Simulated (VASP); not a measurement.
Crystal: CS2.

```xyz
6
Lattice="3.6458 -2.9943 0.0000 3.6458 2.9943 0.0000 0.0000 0.0000 9.8513" Properties=species:S:1:pos:R:3 pbc="T T T"
S     3.6458    1.9073    8.7368
S     3.6458    1.0871    3.8111
S     3.6458   -1.0871    6.0401
S     3.6458   -1.9073    1.1145
C     3.6458    0.0000    4.9256
C     0.0000    0.0000    0.0000
```

| Item | Value |
| --- | --- |
| Program | VASP 6.6.1 |
| Task | relaxation of cell and atoms |
| Functional | PBE |
| Dispersion | D3(BJ) |
| Potentials or basis | VASP PAW PBE potentials, release 64 (S, C) |
| Cutoff | 600 eV |
| k mesh | 6 × 6 × 3 |
| Occupations | fermi-dirac, width 0.05 eV |
| Spin | no spin polarisation |

At the start: pressure -0.6 GPa; volume 35.85 Å³/atom.

Question: Where does the relaxation end?

Answer: Over 21 steps the energy falls by 34.1 meV/atom and the volume is 25.40 Å³/atom (-29.2 %); space group Cmce (No. 64, to 0.1 Å) before and after.

The path:
```csv
step,energy change (eV),largest force (eV/Å),pressure (GPa),volume (Å³)
1,0.0000,0.0169,-0.62,215.09
2,-0.0081,0.5016,0.13,210.78
3,-0.0081,0.4741,0.09,211.01
4,-0.0120,0.4737,0.09,210.08
5,-0.0236,0.4725,0.09,207.28
6,-0.0465,0.4737,0.11,201.76
7,-0.0904,0.4915,0.20,191.00
8,-0.1613,0.5819,0.64,170.59
9,-0.1025,0.9871,3.60,133.97
10,-0.1748,0.8539,1.58,157.63
11,-0.1996,0.3166,0.56,155.21
12,-0.2037,0.0142,-0.07,153.67
13,-0.2037,0.0067,-0.04,153.74
14,-0.2037,0.0066,-0.04,153.69
15,-0.2038,0.0061,-0.03,153.54
16,-0.2039,0.0052,-0.02,153.23
17,-0.2041,0.0035,0.00,152.61
18,-0.2040,0.0004,0.06,151.37
19,-0.2041,0.0025,0.02,152.14
20,-0.2042,0.0028,0.02,152.20
21,-0.2044,0.0051,0.02,152.38
```

Final structure:
```
S C
1.0
     3.08466   -2.72606    0.00000
     3.08466    2.72606    0.00000
     0.00000    0.00000    9.06084
S C
4 2
Direct
  0.19830 0.80170 0.87657
  0.30170 0.69830 0.37657
  0.69830 0.30170 0.62343
  0.80170 0.19830 0.12343
  0.50000 0.50000 0.50000
  0.00000 0.00000 0.00000
```

Caveat: the volume moved by over 15 % at a fixed basis, so the end points are rough.
